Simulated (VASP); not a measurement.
Here is a VASP 6.6.1 calculation.

INCAR

```
  ALGO = Normal
  EDIFF = 1E-6
  ENCUT = 520
  GGA = PE
  ISIF = 2
  ISMEAR = 0
  LASPH = T
  LCHARG = F
  LREAL = F
  LWAVE = F
  NBANDS = 49
  NELM = 80
  PREC = Accurate
  SIGMA = 0.012
```

The input KPOINTS:

```
k-points
0
Gamma
  10 10 1
```

Contents of POSCAR:

```
WS2
1.0
    3.1829541699      0.0000000000      0.0000000000
   -1.5914770850      2.7565191702      0.0000000000
    0.0000000000      0.0000000000     28.5322178600
W S
3 6
Direct
    0.6666666667      0.3333333333      0.4343616800
    0.6666666667      0.3333333333      0.8855337800
    0.0000000000      0.0000000000      0.6592864300
    0.6666666667      0.3333333333      0.6046252100
    0.0000000000      0.0000000000      0.3797102500
    0.0000000000      0.0000000000      0.8308482800
    0.6666666667      0.3333333333      0.7139522100
    0.0000000000      0.0000000000      0.4890304200
    0.0000000000      0.0000000000      0.9401857300
```

Potentials or basis: VASP PAW PBE potentials, release 64 (W_sv, S).

Launch:

```console
$ cat potpaw_PBE.64/W_sv/POTCAR potpaw_PBE.64/S/POTCAR > POTCAR
$ mpirun -np 1 vasp_std > vasp.out
```

(1) Estimate the largest force.

(2) Estimate the band gap on the k mesh.

## Answers

(1) 0.268 eV/Å.

(2) 1.48 eV (least direct gap 2.11 eV).

Caveat: spin-orbit coupling is left out, which moves the levels of the heavy elements.
